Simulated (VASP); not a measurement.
Input of a VASP 6.6.1 run:

The input INCAR:

```
PREC = Accurate
ENCUT = 520
EDIFF = 1E-6
ISMEAR = 0
SIGMA = 0.1
LREAL = F
LASPH = T
NELM = 60
ALGO = Normal
ISIF = 2
LWAVE = F
LCHARG = F
GGA = PE
NBANDS = 33
```

Contents of KPOINTS:

```
Automatic mesh
0
Gamma
  3 3 6
```

Contents of POSCAR:

```
AsSe3
1.0
    7.5396629219      0.0000000000      0.0000000000
   -3.7698314610      6.5295396264      0.0000000000
    0.0000000000      0.0000000000      3.7181643238
As Se
2 6
Direct
    0.3333333333      0.6666666667      0.7500000000
    0.6666666667      0.3333333333      0.2500000000
    0.1806054793      0.3612109587      0.2500000000
    0.6387890413      0.8193945207      0.2500000000
    0.1806054793      0.8193945207      0.2500000000
    0.8193945207      0.6387890413      0.7500000000
    0.3612109587      0.1806054793      0.7500000000
    0.8193945207      0.1806054793      0.7500000000
```

Potentials or basis: VASP PAW PBE potentials, release 64 (As, Se).

The run is started by

```sh
$ cat potpaw_PBE.64/As/POTCAR potpaw_PBE.64/Se/POTCAR > POTCAR
$ mpirun -np 1 vasp_std > vasp.out
```

(1) Estimate the band gap on the k mesh.

(2) Predict the largest force.

Answers

(1) zero (bands 23 and 24 overlap by 1.24 eV).

(2) 0.030 eV/Å.
